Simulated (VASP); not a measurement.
# Ti (Im-3m) in VASP: further runs, part 2 of 2

VASP 6.6.1.

### Step 4. Single point, r2SCAN (equal strain along all axes, cell held: -1.0 %)

Contents of POSCAR:

```
Ti
1.0
    3.2192718434      0.0000000000      0.0000000000
    0.0000000000      3.2192718434      0.0000000000
    0.0000000000      0.0000000000      3.2192718434
Ti
2
Direct
    0.0000000000      0.0000000000      0.0000000000
    0.5000000000      0.5000000000      0.5000000000
```

Contents of INCAR.step1:

```
SYSTEM = Ti
  PREC = Accurate
  ENCUT = 520
  ISMEAR = 0
  SIGMA = 0.1
  LREAL = .False.
  LASPH = .True.
  NELM = 60
  NBANDS = 19
  GGA = PE
  ALGO = Normal
  EDIFF = 1E-4
  LWAVE = .True.
  LCHARG = .False.
```

Contents of INCAR.step2:

```
SYSTEM = Ti
  PREC = Accurate
  ENCUT = 520
  EDIFF = 1E-6
  ISMEAR = 0
  SIGMA = 0.1
  LREAL = .False.
  LASPH = .True.
  NELM = 60
  ALGO = Normal
  ISIF = 2
  LWAVE = .False.
  LCHARG = .False.
  METAGGA = R2SCAN
  LMIXTAU = .True.
  NBANDS = 19
  ISTART = 1
```

Contents of KPOINTS:

```
Automatic mesh
0
Gamma
  16 16 16
  0 0 0
```

Potentials or basis: VASP PAW PBE potentials, release 64 (Ti_sv).

On the command line:

```bash
> cat potpaw_PBE.64/Ti_sv/POTCAR > POTCAR
> cp INCAR.step1 INCAR
> mpirun -np 1 vasp_std > vasp.out
> cp INCAR.step2 INCAR
> mpirun -np 1 vasp_std > vasp.out
```

OUTCAR:

```text
SYSTEM = Ti
   PREC = Accurate
   ENCUT = 520
   EDIFF = 1E-6
   ISMEAR = 0
   LREAL = .False.
   LASPH = .True.
   NELM = 60
   ISIF = 2
   METAGGA = R2SCAN
   ISTART = 1

 ion  position               nearest neighbor table
   1  0.000  0.000  0.000-   2 2.79   2 2.79   2 2.79   2 2.79   2 2.79   2 2.79   2 2.79   2 2.79

   2  0.500  0.500  0.500-   1 2.79   1 2.79   1 2.79   1 2.79   1 2.79   1 2.79   1 2.79   1 2.79

  LATTYP: Found a simple cubic cell.
 ALAT       =     3.2192718434

  Lattice vectors:

 A1 = (   3.2192718434,   0.0000000000,   0.0000000000)
 A2 = (   0.0000000000,   3.2192718434,   0.0000000000)
 A3 = (   0.0000000000,   0.0000000000,   3.2192718434)

Analysis of symmetry for initial positions (statically):
=====================================================================
 Subroutine PRICEL returns following result:

  LATTYP: Found a body centered cubic cell.
 ALAT       =     3.2192718434

  Lattice vectors:

 A1 = (   1.6096359217,   1.6096359217,  -1.6096359217)
 A2 = (  -1.6096359217,   1.6096359217,   1.6096359217)
 A3 = (   1.6096359217,  -1.6096359217,   1.6096359217)

   2 primitive cells build up your supercell.

 Routine SETGRP: Setting up the symmetry group for a
 simple cubic supercell.

 Subroutine GETGRP returns: Found 48 space group operations
 (whereof 48 operations were pure point group operations)
 out of a pool of 48 trial point group operations.

The static configuration has the point symmetry O_h .

Analysis of symmetry for dynamics (positions and initial velocities):
=====================================================================
 Subroutine PRICEL returns following result:

  LATTYP: Found a body centered cubic cell.
 ALAT       =     3.2192718434

  Lattice vectors:

 A1 = (   1.6096359217,   1.6096359217,  -1.6096359217)
 A2 = (  -1.6096359217,   1.6096359217,   1.6096359217)
 A3 = (   1.6096359217,  -1.6096359217,   1.6096359217)

   2 primitive cells build up your supercell.

 Routine SETGRP: Setting up the symmetry group for a
 simple cubic supercell.

 Subroutine GETGRP returns: Found 48 space group operations
 (whereof 48 operations were pure point group operations)
 out of a pool of 48 trial point group operations.

The dynamic configuration has the point symmetry O_h .

 Subroutine INISYM returns: Found 48 space group operations
 (whereof 48 operations are pure point group operations),
 and found     2 'primitive' translations

----------------------------------------------------------------------------------------

                                     Primitive cell

  volume of cell :      16.6818

  direct lattice vectors                    reciprocal lattice vectors
     1.609635922  1.609635922 -1.609635922     0.310629251  0.310629251  0.000000000
    -1.609635922  1.609635922  1.609635922    -0.000000000  0.310629251  0.310629251
     1.609635922 -1.609635922  1.609635922     0.310629251  0.000000000  0.310629251

  length of vectors
     2.787971198  2.787971198  2.787971198     0.439296099  0.439296099  0.439296099

  position of ions in fractional coordinates (direct lattice)
     0.000000000  0.000000000  0.000000000

  ion indices of the primitive-cell ions
   primitive index   ion index
                 1           1

----------------------------------------------------------------------------------------

 KPOINTS: Automatic mesh

Automatic generation of k-mesh.
 Grid dimensions read from file:
 generate k-points for:   16   16   16

 Generating k-lattice:

  Cartesian coordinates                     Fractional coordinates (reciprocal lattice)
     0.019414328  0.000000000  0.000000000     0.062500000  0.000000000  0.000000000
     0.000000000  0.019414328  0.000000000     0.000000000  0.062500000  0.000000000
     0.000000000  0.000000000  0.019414328     0.000000000  0.000000000  0.062500000

  Length of vectors
     0.019414328  0.019414328  0.019414328

  Shift w.r.t. Gamma in fractional coordinates (k-lattice)
     0.000000000  0.000000000  0.000000000

 Subroutine IBZKPT returns following result:
 ===========================================

 Found    165 irreducible k-points:

 Following reciprocal coordinates:
            Coordinates               Weight
  0.000000  0.000000  0.000000      1.000000
  0.062500  0.000000  0.000000      6.000000
  0.125000  0.000000  0.000000      6.000000
  0.187500  0.000000  0.000000      6.000000
  0.250000  0.000000  0.000000      6.000000
  0.312500  0.000000  0.000000      6.000000
[... 16 lines left out ...]
  0.437500  0.125000  0.000000     24.000000
  0.500000  0.125000  0.000000     12.000000
 [... further k-points ...]
   k-points           NKPTS =    165   k-points in BZ     NKDIM =    165   number of bands    NBANDS=     19
   number of dos      NEDOS =    301   number of ions     NIONS =      2
   total plane-waves  NPLWV =  13824
   dimension x,y,z NGX =    24 NGY =   24 NGZ =   24
   dimension x,y,z NGXF=    48 NGYF=   48 NGZF=   48
   ions per type =               2
   NGX,Y,Z   is equivalent  to a cutoff of  12.39, 12.39, 12.39 a.u.
   NGXF,Y,Z  is equivalent  to a cutoff of  24.79, 24.79, 24.79 a.u.
 SYSTEM =  Ti
   PREC   = accura    normal or accurate (medium, high low for compatibility)
   ISTART =      1    job   : 0-new  1-cont  2-samecut
   ICHARG =      0    charge: 1-file 2-atom 10-const
   ISPIN  =      1    spin polarized calculation?
   LNONCOLLINEAR =      F non collinear calculations
   LSORBIT =      F    spin-orbit coupling
   LASPH  =      T    aspherical Exc in radial PAW
   ENCUT  =  520.0 eV  38.22 Ry    6.18 a.u.   5.99  5.99  5.99*2*pi/ulx,y,z
   NELM   =     60;   NELMIN=  2; NELMDL=  0     # of ELM steps
   EDIFF  = 0.1E-05   stopping-criterion for ELM
   LREAL  =      F    real-space projection
[... 7 lines left out ...]
   TEBEG  =    0.0;   TEEND  =   0.0 temperature during run
   PSTRESS=    0.0 pullay stress
   NELECT =      24.0000    total number of electrons
   NUPDOWN=      -1.0000    fix difference up-down
   EMIN   =  10.00;   EMAX   =-10.00  energy-range for DOS
   EFERMI =   0.00;   METHOD = LEGACY
   ISMEAR =     0;   SIGMA  =   0.10  broadening in eV -4-tet -1-fermi 0-gaus
   EFERMI_NEDOS =   21; number of points for ismear=-14 and -15
   IALGO  =     38    algorithm
   IMIX   =      4    mixing-type and parameters
     AMIX     =   0.40;   BMIX     =  1.00
     AMIX_MAG =   1.60;   BMIX_MAG =  1.00
  volume/ion in A,a.u.               =      16.68       112.57
  Fermi-wavevector in a.u.,A,eV,Ry     =   1.466856  2.771957 29.275215  2.151668
  Thomas-Fermi vector in A             =   2.582544
   LORBIT       =      0    0 simple, 1 ext, 2 COOP (PROOUT), +10 PAW based schemes
   METAGGA = R2SCAN    functional components
   LHFCALC =     F    Hartree Fock is set to
   AEXX    =    0.0000 exact exchange contribution
   IVDW    =     0    specifies the selected vdW correction
   LEPSILON=     F    determine dielectric tensor
   LRPA    =     F    only Hartree local field effects (RPA)
 non-spin polarized calculation
 Gauss-broadening in eV      SIGMA  =   0.10
  energy-cutoff  :      520.00
  volume of cell :       33.36
 maximum number of plane-waves:       919
 NGX is ok and might be reduce to    24
   NGX = 11   NGY = 11   NGZ = 11

 number of electron      23.9999994 magnetization

 Free energy of the ion-electron system (eV)
  ---------------------------------------------------
  ext. energy  EPLUGINS =         0.00000000
  ---------------------------------------------------
  free energy    TOTEN  =       -25.62327899 eV

  energy without entropy =      -25.60282058  energy(sigma->0) =      -25.61304978

 E-fermi :   8.5526     XC(G=0): -12.6076

 val. band max:        8.5522071824   @ k =   0.3125   0.2500   0.1875
 cond. band min:       8.5679276381   @ k =   0.5000   0.3125   0.1875
 fundamental gap:      0.0157204557
 Fermi energy:         8.5525682460

 k-point     1 :       0.0000    0.0000    0.0000
  band No.  band energies     occupation
      1     -50.2683      2.00000
      2     -49.9967      2.00000
      3     -25.5560      2.00000
      4     -25.5560      2.00000
      5     -25.5560      2.00000
      6     -25.0229      2.00000
[... 11 lines left out ...]
     18      12.8844      0.00000
     19      12.8844      0.00000

 k-point     2 :       0.0625    0.0000    0.0000
  band No.  band energies     occupation
      1     -50.2652      2.00000
      2     -49.9988      2.00000
      3     -25.5567      2.00000
      4     -25.5505      2.00000
      5     -25.5505      2.00000
      6     -25.0342      2.00000
[... 476 lines left out ...]
 k-point    24 :       0.5000    0.1250    0.0000
  band No.  band energies     occupation
      1     -50.1184      2.00000
      2     -50.1184      2.00000
      3     -25.5384      2.00000
      4     -25.5384      2.00000
      5     -25.2783      2.00000
      6     -25.2783      2.00000
[... 11 lines left out ...]
     18      11.7443      0.00000
     19      12.5832      0.00000

 [... further k-points ...]
[... 5 lines left out ...]
  --------------------------------------------------------------------------------------
  -------------------------------------------------------------------------------------
  Total        0.8306811      0.8306811      0.8306811      0.0000000      0.0000000     -0.0000000
  in kB       39.8907271     39.8907271     39.8907271      0.0000000      0.0000000     -0.0000000
  external PRESSURE =      39.8907271 kB  Pullay stress =       0.0000000 kB

 VOLUME and BASIS-vectors are now :
 -----------------------------------------------------------------------------
  energy-cutoff  :      520.00
  volume of cell :       33.36
      direct lattice vectors                 reciprocal lattice vectors
     3.219271843  0.000000000  0.000000000     0.310629251  0.000000000  0.000000000
     0.000000000  3.219271843  0.000000000     0.000000000  0.310629251  0.000000000
     0.000000000  0.000000000  3.219271843     0.000000000  0.000000000  0.310629251

 POSITION                                       TOTAL-FORCE (eV/Angst)
 -----------------------------------------------------------------------------------
      0.00000      0.00000      0.00000         0.000000      0.000000      0.000000
      1.60964      1.60964      1.60964        -0.000000     -0.000000     -0.000000
 -----------------------------------------------------------------------------------
    total drift:                                0.000000      0.000000     -0.000000

  FREE ENERGIE OF THE ION-ELECTRON SYSTEM (eV)
  ---------------------------------------------------
  free  energy   TOTEN  =       -25.6232789921 eV

  energy  without entropy=      -25.6028205775  energy(sigma->0) =      -25.61304978
```

Run time: 5.6 min. Hardware: 1 thread of Intel Xeon 8259CL, shared host; peak memory 0.21 GiB.

What came out:

| Item | Value |
| --- | --- |
| Free energy | -25.6233 eV |
| Pressure | 4.0 GPa |
| Band gap on the k mesh | zero (bands 12 and 13 overlap by 1.87 eV) |

Levels at points of the mesh, in eV from the Fermi level:
| k point | band 10 | band 11 | band 12 | band 13 | band 14 | band 15 |
| --- | --- | --- | --- | --- | --- | --- |
| (0.00, 0.00, 0.00) | -2.42 | -2.42 | 1.18 | 1.18 | 1.18 | 3.05 |
| (0.50, 0.00, 0.00) | -2.90 | -0.02 | -0.02 | 1.47 | 1.47 | 1.47 |
| (0.50, 0.50, 0.00) | -2.68 | -0.37 | -0.37 | 1.09 | 1.09 | 3.07 |
| (0.50, 0.50, 0.50) | -0.68 | -0.68 | -0.68 | -0.68 | -0.68 | 3.51 |

Caveat: the cell differs from its parent crystal (equal strain along all axes, cell held: -1.0 %); the cell stands under pressure; the PAW data sets were made with another functional, which shifts forces and pressure a little.

### Step 5. Single point, r2SCAN

This run uses another cell than the first one, of 17.19 Å³/atom.

Contents of POSCAR:

```
Ti
1.0
    3.2517897408      0.0000000000      0.0000000000
    0.0000000000      3.2517897408      0.0000000000
    0.0000000000      0.0000000000      3.2517897408
Ti
2
Direct
    0.0000000000      0.0000000000      0.0000000000
    0.5000000000      0.5000000000      0.5000000000
```

Contents of INCAR.step1:

```
SYSTEM = Ti
PREC = Accurate
ENCUT = 520
ISMEAR = 0
SIGMA = 0.1
LREAL = .False.
LASPH = .True.
NELM = 80
NBANDS = 19
GGA = PE
ALGO = Normal
EDIFF = 1E-4
LWAVE = .True.
LCHARG = .False.
```

Contents of INCAR.step2:

```
SYSTEM = Ti
PREC = Accurate
ENCUT = 520
EDIFF = 1E-7
ISMEAR = 0
SIGMA = 0.1
LREAL = .False.
LASPH = .True.
NELM = 80
ALGO = Normal
ISIF = 2
LWAVE = .False.
LCHARG = .False.
METAGGA = R2SCAN
LMIXTAU = .True.
NBANDS = 19
ISTART = 1
```

KPOINTS is that of step 4.

On the command line:

```bash
> cat potpaw_PBE.64/Ti_sv/POTCAR > POTCAR
> cp INCAR.step1 INCAR
> mpirun -np 1 vasp_std > vasp.out
> cp INCAR.step2 INCAR
> mpirun -np 1 vasp_std > vasp.out
```

Run time: 6.7 min. Hardware: 1 thread of Intel Xeon 8259CL, shared host; peak memory 0.21 GiB.

It converged, with:

| Item | Value |
| --- | --- |
| Free energy | -25.6378 eV |
| Pressure | 0.4 GPa |
| Band gap on the k mesh | zero (bands 12 and 13 overlap by 1.83 eV) |

Levels at points of the mesh, in eV from the Fermi level:
```tsv
k point	band 10	band 11	band 12	band 13	band 14	band 15
(0.00, 0.00, 0.00)	-2.30	-2.30	1.15	1.15	1.15	2.95
(0.50, 0.00, 0.00)	-2.90	0.02	0.02	1.43	1.43	1.43
(0.50, 0.50, 0.00)	-2.60	-0.34	-0.34	0.99	0.99	2.97
(0.50, 0.50, 0.50)	-0.67	-0.67	-0.67	-0.67	-0.67	3.39
```

Caveat: the PAW data sets were made with another functional, which shifts forces and pressure a little.

### Step 6. Summary

| cell | gap on the mesh (eV) | pressure (GPa) |
| --- | --- | --- |
| a = 3.154 Å, 2 atoms | none | 12.3 |
| a = 3.187 Å, 2 atoms | none | 7.9 |
| a = 3.219 Å, 2 atoms | none | 4.0 |
| a = 3.252 Å, 2 atoms | none | 0.4 |

Alike in all rows: task single point; level r2SCAN; potentials or basis VASP PAW PBE potentials, release 64 (Ti_sv); no spin polarisation; k mesh 16 × 16 × 16; cutoff (eV) 520; smearing gaussian 0.1 eV.

Caveats: the PAW data sets were made with another functional, which shifts forces and pressure a little; the cell stands under pressure (at least some runs).

Absolute energies hang on the potentials; compare differences alone.
